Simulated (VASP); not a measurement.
# PbS: single point with PBE

PbS:

```
Pb S
1.0
     0.00000    2.96575    2.96575
     2.96575    0.00000    2.96575
     2.96575    2.96575    0.00000
Pb S
1 1
Direct
  0.00000 0.00000 0.00000
  0.50000 0.50000 0.50000
```

```json
{
  "Program": "VASP 6.6.1",
  "Task": "single point",
  "Functional": "PBE",
  "Potentials or basis": "VASP PAW PBE potentials, release 64 (Pb_d, S)",
  "Cutoff": "520 eV",
  "k mesh": "8 × 8 × 8",
  "Occupations": "fermi-dirac, width 0.05 eV",
  "Spin": "non-collinear spin, zero start, spin-orbit coupling",
  "Starting moments": "[[0.0, 0.0, 0.0], [0.0, 0.0, 0.0]] μB"
}
```

* Pressure: 1.8 GPa
* Net moment: 0.00 μB per cell
* Valence electrons inside the program's atomic spheres: Pb 11.85; S 3.68

Moments on the atoms (μB; x, y, z):
```
Pb  0.00 0.00 0.00
S   0.00 0.00 0.00
```

Wall time 54 s on 1 thread of AMD EPYC 9R45 96-Core Processor (Zen 5) (shared host), peak memory 0.3 GiB.
